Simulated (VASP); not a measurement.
Input of a VASP 6.6.1 run:

INCAR

```
PREC = Accurate
ENCUT = 520
EDIFF = 1E-6
ISMEAR = 0
SIGMA = 0.15
LREAL = F
LASPH = T
NELM = 60
ALGO = Fast
ISIF = 2
LWAVE = F
LCHARG = F
GGA = CA
NBANDS = 19
```

File KPOINTS:

```
Automatic mesh
0
Gamma
  10 10 12
```

Contents of POSCAR:

```
RbBi
1.0
    4.6852660000      0.0000000000      0.0000000000
    0.0000000000      4.6852660000      0.0000000000
    0.0000000000      0.0000000000      3.8588810000
Rb Bi
1 1
Direct
    0.5000000000      0.5000000000      0.4740857518
    0.0000000000      0.0000000000      0.0000000000
```

Potentials or basis: VASP PAW LDA potentials, release 64 (Rb_sv, Bi_d).

Launch:

```bash
$ cat potpaw_LDA.64/Rb_sv/POTCAR potpaw_LDA.64/Bi_d/POTCAR > POTCAR
$ mpirun -np 1 vasp_std > vasp.out
```

What does it give for the band gap on the k mesh?

Zero (bands 12 and 13 overlap by 1.66 eV).

Predict the largest force.

0.093 eV/Å.

What does it give for the pressure?

-2.4 GPa.

Forces in eV/Å, atoms in the order of the input:
```
Rb   0.000  0.000  0.093
Bi   0.000  0.000 -0.093
```

Caveat: the cell differs from its parent crystal (all Rb atoms moved -0.100 Å, as atom 1 along Cartesian [0 0 1]); spin-orbit coupling is left out, which moves the levels of the heavy elements.
